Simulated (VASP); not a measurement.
Input of a VASP 6.6.1 run:

The input INCAR:

```
PREC = Accurate ; ENCUT = 520
EDIFF = 1E-6 ; ISMEAR = -1
SIGMA = 0.05 ; LREAL = F
LASPH = T ; NELM = 80
ALGO = Fast ; ISIF = 2
LWAVE = F ; LCHARG = F
GGA = CA ; NBANDS = 18
```

KPOINTS

```
Automatic mesh
0
Gamma
  7 7 7
```

The input POSCAR:

```
Al3Pd
1.0
    4.0243200449      0.0000000000      0.0000000000
    0.0000000000      4.0243200449      0.0000000000
    0.0000000000      0.0000000000      4.0243200449
Pd Al
1 3
Direct
    0.0000000000      0.0000000000      0.0000000000
    0.5000000000      0.5000000000      0.0000000000
    0.5000000000      0.0000000000      0.5000000000
    0.0000000000      0.5000000000      0.5000000000
```

Potentials or basis: VASP PAW LDA potentials, release 64 (Pd, Al).

The run is started by

```sh
$ cat potpaw_LDA.64/Pd/POTCAR potpaw_LDA.64/Al/POTCAR > POTCAR
$ mpirun -np 1 vasp_std > vasp.out
```

What does it give for the pressure?

-9.7 GPa.
